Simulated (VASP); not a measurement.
Runs of VASP 6.6.1 on YMn2. Symmetry: F-43m, No. 216, cubic system. The conventional cell has a = 6.460 Å, b = 6.460 Å, c = 6.460 Å, α = 90.00°, β = 90.00°, γ = 90.00°. Within 3.7 Å of Y (site symmetry -43m) lie 10 Mn at 2.80 to 3.23 Å. Mn (site symmetry -43m) has 4 Mn at 2.80 Å and 6 Y at 3.23 Å within 3.7 Å. Within 3.7 Å of Mn (site symmetry -43m) lie 4 Y at 2.80 Å and 4 Mn at 2.80 Å. 

```csv
spin,k mesh,smearing,gap on the mesh (eV),pressure (GPa),moment (μB)
"collinear, ferrimagnetic start",4 × 4 × 4,gaussian 0.1 eV,none,-0.2,6.69
"collinear, ferrimagnetic start",3 × 1 × 3,gaussian 0.1 eV,none,(a),6.37
"collinear, ferromagnetic start",4 × 4 × 4,gaussian 0.1 eV,none,-0.2,(b)
"collinear, ferrimagnetic start",4 × 4 × 4,tetrahedron,none,-0.2,6.58
```

Alike in all rows: task single point; level PBE; potentials or basis VASP PAW PBE potentials, release 64 (Y_sv, Mn_pv); cell as given; cutoff (eV) 520.

**Question.** Estimate the missing entries.

**Answer.** (a) -4.3; (b) 6.70.

Caveats: all runs use coarse meshes; tetrahedron occupations give inexact forces and stress in metals (some runs).

A k mesh can miss the band edges, and the runs leave out spin-orbit coupling on Y.

A gap of «none» marks levels without a gap at the run's occupations.
